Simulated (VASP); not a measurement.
The system is Al3BP2.

```
Al B P
1.0
     3.89454    0.00000    0.00000
    -1.94727    3.37277    0.00000
     0.00000    0.00000    7.84307
Al B P
3 1 2
Direct
  0.66667 0.33333 0.73142
  0.66667 0.33333 0.26858
  0.33333 0.66667 0.00000
  0.66667 0.33333 0.50000
  0.66667 0.33333 0.00000
  0.00000 0.00000 0.00000
```

```yaml
Program: VASP 6.6.1
Task: relaxation of cell and atoms
Functional: PBE
Potentials_or_basis: VASP PAW PBE potentials, release 64 (Al, B, P)
Cutoff: 600 eV
k_mesh: 6 × 6 × 2
Occupations: gaussian, width 0.1 eV
Spin: no spin polarisation
```

At the start: pressure 32.5 GPa; volume 17.17 Å³/atom.

Where does the relaxation end?

Over 12 steps the energy falls by 543.5 meV/atom and the volume is 24.94 Å³/atom (+45.2 %); space group P-6m2 (No. 187, to 0.05 Å).

Step by step:
| step | energy change (eV) | largest force (eV/Å) | pressure (GPa) | volume (Å³) |
| --- | --- | --- | --- | --- |
| 1 | 0.0000 | 0.5812 | 32.54 | 103.02 |
| 2 | -2.7087 | 0.4839 | -4.33 | 163.94 |
| 3 | -3.1142 | 0.5680 | 1.21 | 140.82 |
| 4 | -3.1174 | 0.5653 | 0.58 | 142.63 |
| 5 | -3.1168 | 0.5672 | 0.87 | 141.76 |
| 6 | -3.2207 | 0.0242 | 0.93 | 144.58 |
| 7 | -3.2345 | 0.6105 | 0.78 | 147.43 |
| 8 | -3.2430 | 0.3523 | 0.88 | 146.27 |
| 9 | -3.2432 | 0.3845 | 0.86 | 146.41 |
| 10 | -3.2592 | 0.1474 | -0.10 | 150.06 |
| 11 | -3.2592 | 0.1468 | -0.10 | 150.08 |
| 12 | -3.2608 | 0.0229 | -0.03 | 149.63 |

Final structure:
```
CELL_PARAMETERS angstrom
4.42489 0.00000 0.00000
-2.21244 3.83207 0.00000
0.00000 0.00000 8.82440
ATOMIC_POSITIONS crystal
Al 0.66667 0.33333 0.73173
Al 0.66667 0.33333 0.26827
Al 0.33333 0.66667 0.00000
B 0.66667 0.33333 0.50000
P 0.66667 0.33333 0.00000
P 0.00000 0.00000 0.00000
```

Caveat: the k points lie up to 0.36 Å⁻¹ apart in the final cell; the volume moved by over 15 % at a fixed basis, so the end points are rough.
